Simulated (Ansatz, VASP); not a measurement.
SnO: VASP beside Ansatz

Contents of INCAR:

```
  PREC = Accurate
  ENCUT = 520
  EDIFF = 1E-6
  ISMEAR = -1
  SIGMA = 0.02
  LREAL = F
  LASPH = T
  NELM = 80
  ALGO = Normal
  ISIF = 2
  LWAVE = F
  LCHARG = T
  GGA = PE
  LELF = T
  LVHAR = T
  NBANDS = 50
```

KPOINTS

```
Automatic mesh
0
Gamma
  6 6 4
```

Contents of POSCAR:

```
SnO
1.0
    2.6818449265     -2.6818393007      0.0000000000
    2.6818449265      2.6818393007      0.0000000000
    0.0000000000      0.0000000000      9.5332225645
Sn O
4 4
Direct
    0.0000182419     -0.0000182419     -0.0012115306
   -0.0000182419      0.0000182419      0.4987884694
    0.4999817581      0.5000182419      0.2582115307
    0.5000182419      0.4999817581      0.7582115307
    0.9999794524      0.5000205476      0.3785000000
    0.0000205476      0.4999794524      0.8785000000
    0.4999794524      0.0000205476      0.3785000000
    0.5000205476      0.9999794524      0.8785000000
```

Input for Ansatz:

```yaml
crystal:
  lattice:
    - [2.6818449265, -2.6818393007, 0.0]
    - [2.6818449265, 2.6818393007, 0.0]
    - [0.0, 0.0, 9.5332225645]
  atoms:
    - { symbol: Sn, position: [1.82419e-05, -1.82419e-05, -0.0012115306] }
    - { symbol: Sn, position: [-1.82419e-05, 1.82419e-05, 0.4987884694] }
    - { symbol: Sn, position: [0.4999817581, 0.5000182419, 0.2582115307] }
    - { symbol: Sn, position: [0.5000182419, 0.4999817581, 0.7582115307] }
    - { symbol: O, position: [0.9999794524, 0.5000205476, 0.3785] }
    - { symbol: O, position: [2.05476e-05, 0.4999794524, 0.8785] }
    - { symbol: O, position: [0.4999794524, 2.05476e-05, 0.3785] }
    - { symbol: O, position: [0.5000205476, 0.9999794524, 0.8785] }
kpoints:
  mp_grid: { grid: [6, 6, 4] }
  band_path:
    path:
      - [[0.0, 0.0, 0.0], [2.401884149847e-17, 0.4999999999989, 4.034719850385e-19], [0.5, 0.5000010488675, 8.06944816456e-19], [0.0, 0.0, 0.0], [1.292601651162e-19, 1.292601651162e-19, 1.0], [2.414810166358e-17, 0.4999999999989, 1.0], [0.5, 0.5000010488675, 1.0], [1.292601651162e-19, 1.292601651162e-19, 1.0]]
      - [[2.401884149847e-17, 0.4999999999989, 4.034719850385e-19], [2.414810166358e-17, 0.4999999999989, 1.0]]
      - [[0.5, 0.5000010488675, 8.06944816456e-19], [0.5, 0.5000010488675, 1.0]]
    npoints: 10
hamiltonian:
  xc: pbe
scf:
  occupations: { method: fermi_dirac, width: 0.02 }
  n_extra_bands: 6
output:
  forces: true
  stress: true
  eigenvalues: true
```

Alike in both runs: task single point; functional PBE; k mesh 6 × 6 × 4; occupations fermi-dirac, width 0.02 eV; no spin polarisation.

|  | VASP | Ansatz |
| --- | --- | --- |
| version | VASP 6.6.1 | Ansatz 0.2.0 |
| potentials or method | VASP PAW PBE potentials, release 64 (Sn_d, O) | plane waves, PAW |
| plane-wave cutoff (eV) | 520 | 420 |
| valence electrons in the cell | 80 | 80 |

|  | VASP | Ansatz | Ansatz less VASP |
| --- | --- | --- | --- |
| pressure (GPa) | 5.6 | 5.4 | -0.25 |
| traceless stress, the component that is largest in VASP (GPa) | -0.66 | -0.67 | -0.015 |
| rms of the force components (eV/Å) | 0.238 | 0.202 | -0.0357 |

Atom by atom the forces differ by 0.036 eV/Å (rms over components).
